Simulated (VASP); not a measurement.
# PIr2 (I4/mmm) in VASP: notebook, part 2 of 2

VASP 6.6.1.

## Step 4: Single point, LDA (zz strain of +1 %)

Input file INCAR:

```
SYSTEM = PIr2
  ALGO = Normal
  EDIFF = 1E-6
  ENCUT = 520
  ISIF = 2
  ISMEAR = -1
  LASPH = .True.
  LCHARG = .True.
  LELF = .True.
  LREAL = .False.
  LVHAR = .True.
  LWAVE = .False.
  NBANDS = 18
  NELM = 60
  PREC = Accurate
  SIGMA = 0.05
```

Input file KPOINTS:

```
k-points
0
Gamma
  11 11 11
  0 0 0
```

Input file POSCAR:

```
PIr2
1.0
    0.0000000000      2.7675000000      2.7951750000
    2.7675000000      0.0000000000      2.7951750000
    2.7675000000      2.7675000000      0.0000000000
P Ir
1 2
Direct
    0.0000000000      0.0000000000      0.0000000000
    0.2500000000      0.2500000000      0.2500000000
    0.7500000000      0.7500000000      0.7500000000
```

Potentials or basis: VASP PAW LDA potentials, release 64 (P, Ir).

On the command line:

```console
> cat potpaw_LDA.64/P/POTCAR potpaw_LDA.64/Ir/POTCAR > POTCAR
> mpirun -np 1 vasp_std > vasp.out
```

OUTCAR:

```text
SYSTEM = PIr2
   EDIFF = 1E-6
   ENCUT = 520
   ISIF = 2
   ISMEAR = -1
   LASPH = .True.
   LREAL = .False.
   NELM = 60
   PREC = Accurate

 ion  position               nearest neighbor table
   1  0.000  0.000  0.000-   3 2.40   3 2.40   3 2.40   2 2.40   3 2.40   2 2.40   2 2.40   2 2.40

   2  0.250  0.250  0.250-   1 2.40   1 2.40   1 2.40   1 2.40   3 2.77   3 2.77   3 2.77   3 2.77
                             3 2.80   3 2.80
   3  0.750  0.750  0.750-   1 2.40   1 2.40   1 2.40   1 2.40   2 2.77   2 2.77   2 2.77   2 2.77
                             2 2.80   2 2.80

  LATTYP: Found a body centered tetragonal cell.
 ALAT       =     3.9138360339
 C/A-ratio  =     1.4283556980

  Lattice vectors:

 A1 = (  -2.7675000000,   0.0000000000,   2.7951750000)
 A2 = (   2.7675000000,   0.0000000000,   2.7951750000)
 A3 = (   0.0000000000,   2.7675000000,  -2.7951750000)

Analysis of symmetry for initial positions (statically):
=====================================================================
 Subroutine PRICEL returns:
 Original cell was already a primitive cell.

 Routine SETGRP: Setting up the symmetry group for a
 body centered tetragonal supercell.

 Subroutine GETGRP returns: Found 16 space group operations
 (whereof 16 operations were pure point group operations)
 out of a pool of 16 trial point group operations.

The static configuration has the point symmetry D_4h.

Analysis of symmetry for dynamics (positions and initial velocities):
=====================================================================
 Subroutine PRICEL returns:
 Original cell was already a primitive cell.

 Routine SETGRP: Setting up the symmetry group for a
 body centered tetragonal supercell.

 Subroutine GETGRP returns: Found 16 space group operations
 (whereof 16 operations were pure point group operations)
 out of a pool of 16 trial point group operations.

The dynamic configuration has the point symmetry D_4h.

 Subroutine INISYM returns: Found 16 space group operations
 (whereof 16 operations are pure point group operations),
 and found     1 'primitive' translations

----------------------------------------------------------------------------------------

                                     Primitive cell

  volume of cell :      42.8168

  direct lattice vectors                    reciprocal lattice vectors
     0.000000000  2.767500000  2.795175000    -0.180668473  0.180668473  0.178879677
     2.767500000  0.000000000  2.795175000     0.180668473 -0.180668473  0.178879677
     2.767500000  2.767500000  0.000000000     0.180668473  0.180668473 -0.178879677

  length of vectors
     3.933453893  3.933453893  3.913836034     0.311897633  0.311897633  0.311897633

  position of ions in fractional coordinates (direct lattice)
     0.000000000  0.000000000  0.000000000
     0.250000000  0.250000000  0.250000000
     0.750000000  0.750000000  0.750000000

  ion indices of the primitive-cell ions
   primitive index   ion index
                 1           1
                 2           2
                 3           3

----------------------------------------------------------------------------------------

 KPOINTS: k-points

Automatic generation of k-mesh.
 Grid dimensions read from file:
 generate k-points for:   11   11   11

 Generating k-lattice:

  Cartesian coordinates                     Fractional coordinates (reciprocal lattice)
    -0.016424407  0.016424407  0.016261789     0.090909091  0.000000000  0.000000000
     0.016424407 -0.016424407  0.016261789     0.000000000  0.090909091  0.000000000
     0.016424407  0.016424407 -0.016261789     0.000000000  0.000000000  0.090909091

  Length of vectors
     0.028354330  0.028354330  0.028354330

  Shift w.r.t. Gamma in fractional coordinates (k-lattice)
     0.000000000  0.000000000  0.000000000

 Subroutine IBZKPT returns following result:
 ===========================================

 Found    126 irreducible k-points:

 Following reciprocal coordinates:
            Coordinates               Weight
  0.000000  0.000000  0.000000      1.000000
  0.090909 -0.000000  0.000000      8.000000
  0.181818 -0.000000  0.000000      8.000000
  0.272727 -0.000000  0.000000      8.000000
  0.363636  0.000000  0.000000      8.000000
  0.454545 -0.000000  0.000000      8.000000
[... 16 lines left out ...]
 -0.272727  0.181818  0.000000      8.000000
 -0.181818  0.181818  0.000000      4.000000
 [... further k-points ...]
   k-points           NKPTS =    126   k-points in BZ     NKDIM =    126   number of bands    NBANDS=     18
   number of dos      NEDOS =    301   number of ions     NIONS =      3
   total plane-waves  NPLWV =  27000
   dimension x,y,z NGX =    30 NGY =   30 NGZ =   30
   dimension x,y,z NGXF=    60 NGYF=   60 NGZF=   60
   ions per type =               1   2
   NGX,Y,Z   is equivalent  to a cutoff of  12.68, 12.68, 12.74 a.u.
   NGXF,Y,Z  is equivalent  to a cutoff of  25.36, 25.36, 25.49 a.u.
 SYSTEM =  PIr2
   PREC   = accura    normal or accurate (medium, high low for compatibility)
   ISTART =      0    job   : 0-new  1-cont  2-samecut
   ICHARG =      2    charge: 1-file 2-atom 10-const
   ISPIN  =      1    spin polarized calculation?
   LNONCOLLINEAR =      F non collinear calculations
   LSORBIT =      F    spin-orbit coupling
   LASPH  =      T    aspherical Exc in radial PAW
   ENCUT  =  520.0 eV  38.22 Ry    6.18 a.u.   7.31  7.31  7.28*2*pi/ulx,y,z
   NELM   =     60;   NELMIN=  2; NELMDL= -5     # of ELM steps
   EDIFF  = 0.1E-05   stopping-criterion for ELM
   LREAL  =      F    real-space projection
[... 7 lines left out ...]
   TEBEG  =    0.0;   TEEND  =   0.0 temperature during run
   PSTRESS=    0.0 pullay stress
   NELECT =      23.0000    total number of electrons
   NUPDOWN=      -1.0000    fix difference up-down
   EMIN   =  10.00;   EMAX   =-10.00  energy-range for DOS
   EFERMI =   0.00;   METHOD = LEGACY
   ISMEAR =    -1;   SIGMA  =   0.05  broadening in eV -4-tet -1-fermi 0-gaus
   EFERMI_NEDOS =   21; number of points for ismear=-14 and -15
   IALGO  =     38    algorithm
   IMIX   =      4    mixing-type and parameters
     AMIX     =   0.40;   BMIX     =  1.00
     AMIX_MAG =   1.60;   BMIX_MAG =  1.00
  volume/ion in A,a.u.               =      14.27        96.31
  Fermi-wavevector in a.u.,A,eV,Ry     =   1.330800  2.514847 24.096296  1.771028
  Thomas-Fermi vector in A             =   2.459859
   LORBIT       =      0    0 simple, 1 ext, 2 COOP (PROOUT), +10 PAW based schemes
   GGA     = CA    functional components
   LHFCALC =     F    Hartree Fock is set to
   AEXX    =    0.0000 exact exchange contribution
   IVDW    =     0    specifies the selected vdW correction
   LEPSILON=     F    determine dielectric tensor
   LRPA    =     F    only Hartree local field effects (RPA)
 non-spin polarized calculation
  energy-cutoff  :      520.00
  volume of cell :       42.82
 maximum number of plane-waves:      1175
 NGX is ok and might be reduce to    30
   NGX = 15   NGY = 15   NGZ = 15

 number of electron      22.9999999 magnetization

 Free energy of the ion-electron system (eV)
  ---------------------------------------------------
  ext. energy  EPLUGINS =         0.00000000
  ---------------------------------------------------
  free energy    TOTEN  =       -28.02127120 eV

  energy without entropy =      -28.01554373  energy(sigma->0) =      -28.01840747

 E-fermi :   9.7701     XC(G=0): -13.0759

 val. band max:        9.7447408840   @ k =   0.2727  -0.0000   0.0000
 cond. band min:       9.7949360020   @ k =  -0.0909   0.2727   0.1818
 fundamental gap:      0.0501951179
 Fermi energy:         9.7700784669

 k-point     1 :       0.0000    0.0000    0.0000
  band No.  band energies     occupation
      1      -4.6586      2.00000
      2       2.1751      2.00000
      3       2.2242      2.00000
      4       2.2242      2.00000
      5       3.8094      2.00000
      6       3.8248      2.00000
[... 10 lines left out ...]
     17      14.7335      0.00000
     18      14.7335      0.00000
[... 463 lines left out ...]
 k-point    24 :      -0.1818    0.1818    0.0000
  band No.  band energies     occupation
      1      -3.7129      2.00000
      2       1.8961      2.00000
      3       2.7682      2.00000
      4       3.0572      2.00000
      5       4.5059      2.00000
      6       4.9714      2.00000
[... 10 lines left out ...]
     17      16.5500      0.00000
     18      18.8661      0.00000

 [... further k-points ...]

------------------------ aborting loop because EDIFF is reached ----------------------------------------

  FORCE on cell =-STRESS in cart. coord.  units (eV):
  Direction    XX          YY          ZZ          XY          YZ          ZX
  --------------------------------------------------------------------------------------
  -------------------------------------------------------------------------------------
  Total       -1.1519374     -1.1519374     -2.3842867      0.0000000      0.0000000      0.0000000
  in kB      -43.1047563    -43.1047563    -89.2184760      0.0000000      0.0000000      0.0000000
  external PRESSURE =     -58.4759962 kB  Pullay stress =       0.0000000 kB

 VOLUME and BASIS-vectors are now :
 -----------------------------------------------------------------------------
  energy-cutoff  :      520.00
  volume of cell :       42.82
      direct lattice vectors                 reciprocal lattice vectors
     0.000000000  2.767500000  2.795175000    -0.180668473  0.180668473  0.178879677
     2.767500000  0.000000000  2.795175000     0.180668473 -0.180668473  0.178879677
     2.767500000  2.767500000  0.000000000     0.180668473  0.180668473 -0.178879677

 POSITION                                       TOTAL-FORCE (eV/Angst)
 -----------------------------------------------------------------------------------
      0.00000      0.00000      0.00000         0.000000      0.000000      0.000000
      1.38375      1.38375      1.39759        -0.000000     -0.000000     -0.000000
      4.15125      4.15125      4.19276        -0.000000     -0.000000      0.000000
 -----------------------------------------------------------------------------------
    total drift:                               -0.000000      0.000000      0.000000

  FREE ENERGIE OF THE ION-ELECTRON SYSTEM (eV)
  ---------------------------------------------------
  free  energy   TOTEN  =       -28.0212712013 eV

  energy  without entropy=      -28.0155437294  energy(sigma->0) =      -28.01840747
```

stdout:

```text
POSCAR found type information on POSCAR P Ir
 POSCAR found :  2 types and       3 ions
 scaLAPACK will be used
 LDA part: xc-table for (Slater(with rela. corr.)+CA(PZ))
 , standard interpolation
 POSCAR, INCAR and KPOINTS ok, starting setup
 FFT: planning ... GRIDC
 FFT: planning ... GRID_SOFT
 FFT: planning ... GRID
 WAVECAR not read
 entering main loop
```

Wall time 2.7 min (1 thread of Intel Xeon 8259CL, shared host); peak memory 0.22 GiB.

Results:

```
Free energy            : -28.0213 eV
Pressure               : -5.8 GPa
Band gap on the k mesh : zero (an odd number of electrons rules out a gap without spin polarisation)
```

Caveat: the cell differs from its parent crystal (zz strain of +1 %); the cell stands under tension; spin-orbit coupling is left out, which moves the levels of the heavy elements.

## Step 5: Single point, LDA (zz strain of +2 %)

Input file INCAR:

```
ALGO = Normal
EDIFF = 1E-6
ENCUT = 520
ISIF = 2
ISMEAR = -1
LASPH = T
LCHARG = F
LREAL = F
LWAVE = F
NBANDS = 18
NELM = 60
PREC = Accurate
SIGMA = 0.05
```

Input file KPOINTS:

```
k-points
0
Gamma
  11 11 11
```

Input file POSCAR:

```
PIr2
1.0
    0.0000000000      2.7675000000      2.8228500000
    2.7675000000      0.0000000000      2.8228500000
    2.7675000000      2.7675000000      0.0000000000
P Ir
1 2
Direct
    0.0000000000      0.0000000000      0.0000000000
    0.2500000000      0.2500000000      0.2500000000
    0.7500000000      0.7500000000      0.7500000000
```

On the command line:

```console
> cat potpaw_LDA.64/P/POTCAR potpaw_LDA.64/Ir/POTCAR > POTCAR
> mpirun -np 1 vasp_std > vasp.out
```

Run time: 2.8 min. Hardware: 1 thread of Intel Xeon 8259CL, shared host; peak memory 0.22 GiB.

The run converged. Its results:

```yaml
Free_energy: -27.9906 eV
Pressure: -8.5 GPa
Band_gap_on_the_k_mesh: zero (an odd number of electrons rules out a gap without spin polarisation)
```

Stress tensor (GPa, compression positive):
```
 -5.59   0.00   0.00
  0.00  -5.59   0.00
  0.00   0.00 -14.34
```

Levels at points of the mesh, in eV from the Fermi level:
```
           k point  band 9  band 10  band 11  band 12  band 13  band 14  band 15  band 16
(0.00, 0.00, 0.00)   -0.46     0.30     1.36     1.60     4.03     4.37     4.37     4.85
```

Caveat: the cell differs from its parent crystal (zz strain of +2 %); the cell stands under tension; spin-orbit coupling is left out, which moves the levels of the heavy elements.

## Step 6: Overview

```tsv
cell	gap on the mesh (eV)	pressure (GPa)
a = 3.875, b = 3.875, c = 3.914 Å, angles 59.7, 59.7, 60.7°, 3 atoms	none	3.6
a = 3.894, b = 3.894, c = 3.914 Å, angles 59.8, 59.8, 60.3°, 3 atoms	none	0.2
a = 3.933, b = 3.933, c = 3.914 Å, angles 60.2, 60.2, 59.7°, 3 atoms	none	-5.8
a = 3.953, b = 3.953, c = 3.914 Å, angles 60.3, 60.3, 59.3°, 3 atoms	none	-8.5
```

Alike in all rows: task single point; level LDA; potentials or basis VASP PAW LDA potentials, release 64 (P, Ir); no spin polarisation; k mesh 11 × 11 × 11; cutoff (eV) 520; smearing fermi-dirac 0.05 eV.

Caveats: spin-orbit coupling is left out, which moves the levels of the heavy elements; the cell stands under tension (at least some runs); the cell stands under pressure (at least some runs).

Absolute energies hang on the potentials; compare differences alone.
